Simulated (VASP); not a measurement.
Crystal: SnO.

```
Sn O
1.0
     3.13136    0.00000    0.00000
     0.00000    3.13136    0.00000
     0.00000    0.00000    3.13136
Sn O
1 1
Direct
  0.00000 0.00000 0.00000
  0.50000 0.50000 0.50000
```

* Program: VASP 6.6.1
* Task: relaxation of cell and atoms
* Functional: LDA
* Potentials or basis: VASP PAW LDA potentials, release 64 (Sn_d, O)
* Cutoff: 600 eV
* k mesh: 8 × 8 × 8
* Occupations: fermi-dirac, width 0.02 eV
* Spin: no spin polarisation

At the start: pressure -8.0 GPa; volume 15.35 Å³/atom.

**Question.** How do energy, volume and symmetry change on relaxing?

**Answer.** Over 3 steps the energy falls by 30.3 meV/atom and the volume is 14.22 Å³/atom (-7.4 %); space group Pm-3m (No. 221, to 0.1 Å) before and after.

Step by step:
| step | energy change (eV) | largest force (eV/Å) | pressure (GPa) | volume (Å³) |
| --- | --- | --- | --- | --- |
| 1 | 0.0000 | 0.0000 | -8.02 | 30.70 |
| 2 | -0.0461 | 0.0000 | 4.82 | 27.42 |
| 3 | -0.0607 | 0.0000 | -0.02 | 28.43 |

Final structure:
```
Sn O
1.0
     3.05212    0.00000    0.00000
     0.00000    3.05212    0.00000
     0.00000    0.00000    3.05212
Sn O
1 1
Direct
  0.00000 0.00000 0.00000
  0.50000 0.50000 0.50000
```
